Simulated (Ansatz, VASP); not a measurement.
Ir: VASP beside Ansatz

```
Ir
1.0
     0.00000    2.75255    2.75255
     2.75255    0.00000    2.75255
     2.75255    2.75255    0.00000
Ir
2
Cartesian
  2.7526 2.7526 2.7526
  4.1288 4.1288 4.1288
```

Alike in both runs: functional PBEsol; k mesh 14 × 14 × 14; occupations gaussian, width 0.1 eV; no spin polarisation.

Ansatz relaxed the structure, and its values are those at the end. VASP's run is a single point on that final structure, the one shown.

|  | VASP | Ansatz |
| --- | --- | --- |
| version | VASP 6.6.1 | Ansatz 0.2.0 |
| potentials or method | VASP PAW PBE potentials, release 64 (Ir), cutoff 520 eV | scalar-relativistic, plane waves, PAW |
| valence electrons in the cell | 18 | 34 |

Ansatz gave:

```
gap on the k mesh at the Fermi level (eV) : none
pressure (GPa)                            : 0.0
```

Task: Estimate VASP's values.

Result: gap on the k mesh at the Fermi level (eV): none; pressure (GPa): -0.3.

VASP's potentials were made for PBE, not for PBEsol. A gap of «none» marks a metal or a gap that the smearing closes. VASP's potentials hold 18 valence electrons a cell and Ansatz's 34, so a difference there can come from the potentials and not from the codes.

Neither program's run includes spin-orbit coupling.
